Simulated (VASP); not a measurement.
Input of a VASP 6.6.1 run:

Contents of INCAR:

```
PREC = Accurate ; ENCUT = 520
EDIFF = 1E-7 ; ISMEAR = 0
SIGMA = 0.05 ; LREAL = F
LASPH = T ; NELM = 100
ALGO = Normal ; ISIF = 2
LWAVE = F ; LCHARG = T
LELF = T ; LVHAR = T
NBANDS = 16
```

Contents of KPOINTS:

```
regular mesh
0
Gamma
  12 12 4
```

POSCAR

```
BN
1.0
    2.5039917043      0.0000000000      0.0000000000
   -1.2519958522      2.1685204268      0.0000000000
    0.0000000000      0.0000000000      6.6612000000
B N
2 2
Direct
    0.3333333333      0.6666666667      0.2500000000
    0.6666666667      0.3333333333      0.7500000000
    0.2756903439      0.6378451720      0.7500000000
    0.6090236773      0.3045118386      0.2500000000
```

Potentials or basis: VASP PAW LDA potentials, release 64 (B, N).

Command:

```console
$ cat potpaw_LDA.64/B/POTCAR potpaw_LDA.64/N/POTCAR > POTCAR
$ mpirun -np 1 vasp_std > vasp.out
```

**Question.** Estimate the pressure.

**Answer.** 1.7 GPa.

**Question.** Predict the band gap on the k mesh.

**Answer.** 3.65 eV, indirect (least direct gap 4.17 eV).

**Question.** What does it give for the largest force?

**Answer.** 6.209 eV/Å.

Stress tensor (GPa, compression positive):
```
 4.33  2.28  0.00
 2.28  1.70  0.00
 0.00  0.00 -0.84
```

Caveat: the cell differs from its parent crystal (all N atoms moved +0.125 Å, as atom 3 towards its neighbour atom 2 (B) at 1.446 Å); forces of over 1 eV/Å act on the atoms, so gaps and moduli don't describe the material at rest. A k mesh can miss the band edges.
